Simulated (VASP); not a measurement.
# TePt (R-3m) in VASP: a series of runs

TePt is run at these levels: PBEsol; tasks: single point.

Program: VASP 6.6.1. These are calculated values, not measurements. Logs are shortened: lines on timing, memory, paths and dates and some standing lists are left out, and cuts for length are marked.

## (1) The cell of the first run

It takes space group R-3m (No. 166, trigonal). Conventional cell: a = 3.882 Å, b = 3.882 Å, c = 19.575 Å, α = 90.00°, β = 90.00°, γ = 120.00°. Pt (site symmetry 3m) has 3 Te at 2.54 Å and 3 Pt at 2.67 Å within 3.4 Å. Te (site symmetry 3m) has 3 Pt at 2.54 Å within 3.4 Å.

## (2) Single point, PBEsol

File INCAR:

```
ALGO = Normal
EDIFF = 1E-7
ENCUT = 520
GGA = PS
ISIF = 2
ISMEAR = -1
LASPH = True
LCHARG = False
LREAL = False
LWAVE = False
NBANDS = 24
NELM = 60
PREC = Accurate
SIGMA = 0.05
```

File KPOINTS:

```
k-points
0
Gamma
  8 8 8
```

File POSCAR:

```
TePt
1.0
    1.9411146507      1.1207030661      6.5250558655
   -1.9411146507      1.1207030661      6.5250558655
    0.0000000000     -2.2414061323      6.5250558655
Pt Te
2 2
Direct
    0.1296666667      0.1296666667      0.1296666667
    0.8703333333      0.8703333333      0.8703333333
    0.4020000000      0.4020000000      0.4020000000
    0.5980000000      0.5980000000      0.5980000000
```

Potentials or basis: VASP PAW PBE potentials, release 64 (Pt, Te).

Run with:

```console
$ cat potpaw_PBE.64/Pt/POTCAR potpaw_PBE.64/Te/POTCAR > POTCAR
$ mpirun -np 1 vasp_std > vasp.out
```

OUTCAR:

```text
EDIFF = 1E-7
   ENCUT = 520
   GGA = PS
   ISIF = 2
   ISMEAR = -1
   LASPH = True
   LREAL = False
   NELM = 60
   PREC = Accurate

 ion  position               nearest neighbor table
   1  0.130  0.130  0.130-   3 2.54   3 2.54   3 2.54   2 2.67   2 2.67   2 2.67   4 3.47   4 3.47
                             4 3.47
   2  0.870  0.870  0.870-   4 2.54   4 2.54   4 2.54   1 2.67   1 2.67   1 2.67   3 3.47   3 3.47
                             3 3.47
   3  0.402  0.402  0.402-   1 2.54   1 2.54   1 2.54   2 3.47   2 3.47   2 3.47   4 3.50   4 3.50
                             4 3.50
   4  0.598  0.598  0.598-   2 2.54   2 2.54   2 2.54   1 3.47   1 3.47   1 3.47   3 3.50   3 3.50
                             3 3.50

  LATTYP: Found a trigonal (rhomboedric) cell.
 ALAT       =     6.8992938405
 COS(alpha) =     0.8416846276

  Lattice vectors:

 A1 = (   1.9411146507,   1.1207030661,   6.5250558655)
 A2 = (  -1.9411146507,   1.1207030661,   6.5250558655)
 A3 = (   0.0000000000,  -2.2414061323,   6.5250558655)

Analysis of symmetry for initial positions (statically):
=====================================================================
 Subroutine PRICEL returns:
 Original cell was already a primitive cell.

 Routine SETGRP: Setting up the symmetry group for a
 trigonal (rhombohedral) supercell.

 Subroutine GETGRP returns: Found 12 space group operations
 (whereof 12 operations were pure point group operations)
 out of a pool of 12 trial point group operations.

The static configuration has the point symmetry D_3d.

Analysis of symmetry for dynamics (positions and initial velocities):
=====================================================================
 Subroutine PRICEL returns:
 Original cell was already a primitive cell.

 Routine SETGRP: Setting up the symmetry group for a
 trigonal (rhombohedral) supercell.

 Subroutine GETGRP returns: Found 12 space group operations
 (whereof 12 operations were pure point group operations)
 out of a pool of 12 trial point group operations.

The dynamic configuration has the point symmetry D_3d.

 Subroutine INISYM returns: Found 12 space group operations
 (whereof 12 operations are pure point group operations),
 and found     1 'primitive' translations

----------------------------------------------------------------------------------------

                                     Primitive cell

  volume of cell :      85.1682

  direct lattice vectors                    reciprocal lattice vectors
     1.941114651  1.120703066  6.525055865     0.257583961  0.148716169  0.051085131
    -1.941114651  1.120703066  6.525055865    -0.257583961  0.148716169  0.051085131
     0.000000000 -2.241406132  6.525055865     0.000000000 -0.297432338  0.051085131

  length of vectors
     6.899293840  6.899293840  6.899293841     0.301787485  0.301787485  0.301787485

  position of ions in fractional coordinates (direct lattice)
     0.129666667  0.129666667  0.129666667
     0.870333333  0.870333333  0.870333333
     0.402000000  0.402000000  0.402000000
     0.598000000  0.598000000  0.598000000

  ion indices of the primitive-cell ions
   primitive index   ion index
                 1           1
                 2           2
                 3           3
                 4           4

----------------------------------------------------------------------------------------

 KPOINTS: k-points

Automatic generation of k-mesh.
 Grid dimensions read from file:
 generate k-points for:    8    8    8

 Generating k-lattice:

  Cartesian coordinates                     Fractional coordinates (reciprocal lattice)
     0.032197995  0.018589521  0.006385641     0.125000000  0.000000000  0.000000000
    -0.032197995  0.018589521  0.006385641     0.000000000  0.125000000  0.000000000
     0.000000000 -0.037179042  0.006385641     0.000000000  0.000000000  0.125000000

  Length of vectors
     0.037723436  0.037723436  0.037723436

  Shift w.r.t. Gamma in fractional coordinates (k-lattice)
     0.000000000  0.000000000  0.000000000

 Subroutine IBZKPT returns following result:
 ===========================================

 Found     65 irreducible k-points:

 Following reciprocal coordinates:
            Coordinates               Weight
  0.000000  0.000000  0.000000      1.000000
  0.125000  0.000000 -0.000000      6.000000
  0.250000  0.000000 -0.000000      6.000000
  0.375000 -0.000000 -0.000000      6.000000
  0.500000  0.000000 -0.000000      3.000000
  0.125000  0.125000 -0.000000      6.000000
[... 16 lines left out ...]
  0.250000  0.125000  0.125000      6.000000
  0.375000  0.125000  0.125000      6.000000
 [... further k-points ...]
   k-points           NKPTS =     65   k-points in BZ     NKDIM =     65   number of bands    NBANDS=     24
   number of dos      NEDOS =    301   number of ions     NIONS =      4
   total plane-waves  NPLWV = 157464
   dimension x,y,z NGX =    54 NGY =   54 NGZ =   54
   dimension x,y,z NGXF=   108 NGYF=  108 NGZF=  108
   ions per type =               2   2
   NGX,Y,Z   is equivalent  to a cutoff of  13.01, 13.01, 13.01 a.u.
   NGXF,Y,Z  is equivalent  to a cutoff of  26.02, 26.02, 26.02 a.u.
 SYSTEM =  unknown system
   PREC   = accura    normal or accurate (medium, high low for compatibility)
   ISTART =      0    job   : 0-new  1-cont  2-samecut
   ICHARG =      2    charge: 1-file 2-atom 10-const
   ISPIN  =      1    spin polarized calculation?
   LNONCOLLINEAR =      F non collinear calculations
   LSORBIT =      F    spin-orbit coupling
   LASPH  =      T    aspherical Exc in radial PAW
   ENCUT  =  520.0 eV  38.22 Ry    6.18 a.u.  12.83 12.83 12.83*2*pi/ulx,y,z
   NELM   =     60;   NELMIN=  2; NELMDL= -5     # of ELM steps
   EDIFF  = 0.1E-06   stopping-criterion for ELM
   LREAL  =      F    real-space projection
   EDIFFG = 0.1E-05   stopping-criterion for IOM
   NSW    =      0    number of steps for IOM
   IBRION =     -1    ionic relax: 0-MD 1-quasi-New 2-CG
   NFREE  =      0    steps in history (QN), initial steepest desc. (CG)
   ISIF   =      2    stress and relaxation
   ISYM   =      2    0-nonsym 1-usesym 2-fastsym
   POTIM  = 0.5000    time-step for ionic-motion
   TEBEG  =    0.0;   TEEND  =   0.0 temperature during run
   PSTRESS=    0.0 pullay stress
   NELECT =      32.0000    total number of electrons
   NUPDOWN=      -1.0000    fix difference up-down
   EMIN   =  10.00;   EMAX   =-10.00  energy-range for DOS
   EFERMI =   0.00;   METHOD = LEGACY
   ISMEAR =    -1;   SIGMA  =   0.05  broadening in eV -4-tet -1-fermi 0-gaus
   EFERMI_NEDOS =   21; number of points for ismear=-14 and -15
   IALGO  =     38    algorithm
   IMIX   =      4    mixing-type and parameters
     AMIX     =   0.40;   BMIX     =  1.00
     AMIX_MAG =   1.60;   BMIX_MAG =  1.00
  volume/ion in A,a.u.               =      21.29       143.69
  Fermi-wavevector in a.u.,A,eV,Ry     =   1.181315  2.232362 18.987002  1.395505
  Thomas-Fermi vector in A             =   2.317591
   LORBIT       =      0    0 simple, 1 ext, 2 COOP (PROOUT), +10 PAW based schemes
   GGA     = PS    functional components
   LHFCALC =     F    Hartree Fock is set to
   AEXX    =    0.0000 exact exchange contribution
   IVDW    =     0    specifies the selected vdW correction
   LEPSILON=     F    determine dielectric tensor
   LRPA    =     F    only Hartree local field effects (RPA)
 non-spin polarized calculation
  energy-cutoff  :      520.00
  volume of cell :       85.17
 maximum number of plane-waves:      2307
 NGX is ok and might be reduce to    54
   NGX = 25   NGY = 25   NGZ = 25

 number of electron      32.0000000 magnetization

 Free energy of the ion-electron system (eV)
  ---------------------------------------------------
  ext. energy  EPLUGINS =         0.00000000
  ---------------------------------------------------
  free energy    TOTEN  =       -22.22519491 eV

  energy without entropy =      -22.20968207  energy(sigma->0) =      -22.21743849

 E-fermi :   9.2469     XC(G=0): -11.3485

 val. band max:        9.2364352843   @ k =   0.5000   0.5000   0.3750
 cond. band min:       9.2540906993   @ k =   0.2500   0.1250  -0.0000
 fundamental gap:      0.0176554150
 Fermi energy:         9.2469205499

 k-point     1 :       0.0000    0.0000    0.0000
  band No.  band energies     occupation
      1      -4.6129      2.00000
      2      -2.8636      2.00000
      3       1.9347      2.00000
      4       3.2504      2.00000
      5       3.2504      2.00000
      6       3.9548      2.00000
[... 16 lines left out ...]
     23      15.6742      0.00000
     24      17.0922      0.00000

 k-point     2 :       0.1250    0.0000   -0.0000
  band No.  band energies     occupation
      1      -4.4342      2.00000
      2      -2.8035      2.00000
      3       2.1042      2.00000
      4       3.2888      2.00000
      5       3.3344      2.00000
      6       3.7524      2.00000
[... 16 lines left out ...]
     23      16.1493      0.00000
     24      16.2043      0.00000

 k-point     3 :       0.2500    0.0000   -0.0000
  band No.  band energies     occupation
      1      -3.9527      2.00000
      2      -2.6302      2.00000
      3       2.3999      2.00000
      4       2.9014      2.00000
      5       3.4402      2.00000
      6       3.9347      2.00000
[... 16 lines left out ...]
     23      17.0407      0.00000
     24      17.3503      0.00000

 k-point     4 :       0.3750   -0.0000   -0.0000
  band No.  band energies     occupation
      1      -3.3482      2.00000
      2      -2.4460      2.00000
      3       2.2155      2.00000
      4       2.5276      2.00000
      5       3.6902      2.00000
      6       4.5404      2.00000
[... 16 lines left out ...]
     23      17.7121      0.00000
     24      18.2526      0.00000

 k-point     5 :       0.5000    0.0000   -0.0000
  band No.  band energies     occupation
      1      -3.0020      2.00000
      2      -2.4232      2.00000
      3       2.1488      2.00000
      4       2.3682      2.00000
      5       3.8595      2.00000
      6       4.3992      2.00000
[... 16 lines left out ...]
     23      18.3654      0.00000
     24      18.5385      0.00000

 k-point     6 :       0.1250    0.1250   -0.0000
  band No.  band energies     occupation
      1      -4.4180      2.00000
      2      -2.8393      2.00000
      3       2.1675      2.00000
      4       3.3035      2.00000
      5       3.3097      2.00000
      6       3.7717      2.00000
[... 16 lines left out ...]
     23      16.1840      0.00000
     24      16.5135      0.00000
[... 379 lines left out ...]
 k-point    21 :       0.5000    0.5000   -0.0000
  band No.  band energies     occupation
      1      -2.7666      2.00000
      2      -2.7013      2.00000
      3       2.1216      2.00000
      4       2.8165      2.00000
      5       3.7310      2.00000
      6       3.7681      2.00000
[... 16 lines left out ...]
     23      15.3408      0.00000
     24      16.0672      0.00000

 k-point    22 :       0.1250    0.1250    0.1250
  band No.  band energies     occupation
      1      -4.5663      2.00000
      2      -2.9681      2.00000
      3       2.0963      2.00000
      4       3.2540      2.00000
      5       3.2540      2.00000
      6       3.9461      2.00000
[... 16 lines left out ...]
     23      15.7661      0.00000
     24      17.1542      0.00000

 k-point    23 :       0.2500    0.1250    0.1250
  band No.  band energies     occupation
      1      -4.3612      2.00000
      2      -2.9529      2.00000
      3       2.3148      2.00000
      4       3.2724      2.00000
      5       3.3552      2.00000
      6       3.7336      2.00000
[... 16 lines left out ...]
     23      15.7631      0.00000
     24      16.4319      0.00000

 k-point    24 :       0.3750    0.1250    0.1250
  band No.  band energies     occupation
      1      -3.8738      2.00000
      2      -2.7645      2.00000
      3       2.4933      2.00000
      4       2.8554      2.00000
      5       3.4067      2.00000
      6       4.0824      2.00000
[... 16 lines left out ...]
     23      16.6599      0.00000
     24      17.2376      0.00000

 [... further k-points ...]

------------------------ aborting loop because EDIFF is reached ----------------------------------------

  FORCE on cell =-STRESS in cart. coord.  units (eV):
  Direction    XX          YY          ZZ          XY          YZ          ZX
  --------------------------------------------------------------------------------------
  -------------------------------------------------------------------------------------
  Total        5.2989127      5.2989127      3.6751110      0.0000000     -0.0000000      0.0000000
  in kB       99.6827732     99.6827732     69.1359311      0.0000000     -0.0000000      0.0000000
  external PRESSURE =      89.5004925 kB  Pullay stress =       0.0000000 kB

 VOLUME and BASIS-vectors are now :
 -----------------------------------------------------------------------------
  energy-cutoff  :      520.00
  volume of cell :       85.17
      direct lattice vectors                 reciprocal lattice vectors
     1.941114651  1.120703066  6.525055865     0.257583961  0.148716169  0.051085131
    -1.941114651  1.120703066  6.525055865    -0.257583961  0.148716169  0.051085131
     0.000000000 -2.241406132  6.525055865     0.000000000 -0.297432338  0.051085131

 POSITION                                       TOTAL-FORCE (eV/Angst)
 -----------------------------------------------------------------------------------
      0.00000     -0.00000      2.53825         0.000000     -0.000000      0.222553
      0.00000     -0.00000     17.03692         0.000000      0.000000     -0.222553
      0.00000     -0.00000      7.86922         0.000000      0.000000     -0.931159
      0.00000     -0.00000     11.70595         0.000000     -0.000000      0.931159
 -----------------------------------------------------------------------------------
    total drift:                                0.000000     -0.000000      0.000000

  FREE ENERGIE OF THE ION-ELECTRON SYSTEM (eV)
  ---------------------------------------------------
  free  energy   TOTEN  =       -22.2251949081 eV

  energy  without entropy=      -22.2096820675  energy(sigma->0) =      -22.21743849
```

Wall time 6 min (1 thread of Intel Xeon 6975P-C (Granite Rapids), shared host); peak memory 0.44 GiB.

Results:

```
Free energy            : -22.2252 eV
Pressure               : 9.0 GPa
Largest force          : 0.931 eV/Å
Band gap on the k mesh : zero (band 16 reaches 10.77 eV, above the bottom of band 17 at 7.91 eV)
```

Forces in eV/Å, atoms in the order of the input:
```
Pt   0.000  0.000  0.223
Pt   0.000  0.000 -0.223
Te   0.000  0.000 -0.931
Te   0.000  0.000  0.931
```

Caveat: the PAW data sets were made with another functional, which shifts forces and pressure a little; spin-orbit coupling is left out, which moves the levels of the heavy elements.

## (3) Single point, PBEsol

This run uses another cell than the first one, of 21.75 Å³/atom, 1.021 times its volume.

File INCAR:

```
PREC = Accurate
ENCUT = 520
EDIFF = 1E-6
ISMEAR = -1
SIGMA = 0.05
LREAL = False
LASPH = True
NELM = 100
ALGO = Normal
ISIF = 2
LWAVE = False
LCHARG = False
GGA = PS
NBANDS = 24
```

File KPOINTS:

```
regular mesh
0
Gamma
  8 8 8
```

File POSCAR:

```
TePt
1.0
    1.9547849226      1.1285956013      6.5710084772
   -1.9547849226      1.1285956013      6.5710084772
    0.0000000000     -2.2571912026      6.5710084772
Pt Te
2 2
Direct
    0.1296666667      0.1296666667      0.1296666667
    0.8703333333      0.8703333333      0.8703333333
    0.4020000000      0.4020000000      0.4020000000
    0.5980000000      0.5980000000      0.5980000000
```

Potentials or basis: VASP PAW PBE potentials, release 64 (Pt, Te).

Run with:

```console
$ cat potpaw_PBE.64/Pt/POTCAR potpaw_PBE.64/Te/POTCAR > POTCAR
$ mpirun -np 1 vasp_std > vasp.out
```

It took 5 min on 1 thread of Intel Xeon 6975P-C (Granite Rapids), shared host; peak memory 0.44 GiB.

Results (log left out):

```yaml
Free_energy: -22.3066 eV
Pressure: 5.4 GPa
Largest_force: 0.620 eV/Å
Band_gap_on_the_k_mesh: zero (band 16 reaches 10.38 eV, above the bottom of band 17 at 7.62 eV)
```

Forces on the atoms (eV/Å):
```
Pt   0.000  0.000  0.214
Pt   0.000  0.000 -0.214
Te   0.000  0.000 -0.620
Te   0.000  0.000  0.620
```

Stress tensor (GPa, compression positive):
```
6.09 0.00 0.00
0.00 6.09 0.00
0.00 0.00 4.06
```

Levels at points of the mesh, in eV from the Fermi level:
| k point | band 12 | band 13 | band 14 | band 15 | band 16 | band 17 | band 18 | band 19 | band 20 | band 21 |
| --- | --- | --- | --- | --- | --- | --- | --- | --- | --- | --- |
| (0.00, 0.00, 0.00) | -2.12 | -1.84 | 0.74 | 0.74 | 1.02 | 1.36 | 3.05 | 3.05 | 4.59 | 6.03 |
| (0.50, 0.00, 0.00) | -2.72 | -2.68 | -2.10 | -1.99 | -1.13 | 0.32 | 1.41 | 2.01 | 3.96 | 4.81 |
| (0.50, 0.50, 0.00) | -2.67 | -2.65 | -1.93 | -1.86 | -1.44 | -1.16 | 2.70 | 3.98 | 4.81 | 5.54 |
| (0.50, 0.50, 0.50) | -2.10 | -1.77 | -1.70 | 1.33 | 1.33 | 2.06 | 2.06 | 3.68 | 4.71 | 4.74 |

Caveat: the PAW data sets were made with another functional, which shifts forces and pressure a little; spin-orbit coupling is left out, which moves the levels of the heavy elements.

(Continued in part 2 of 2.)
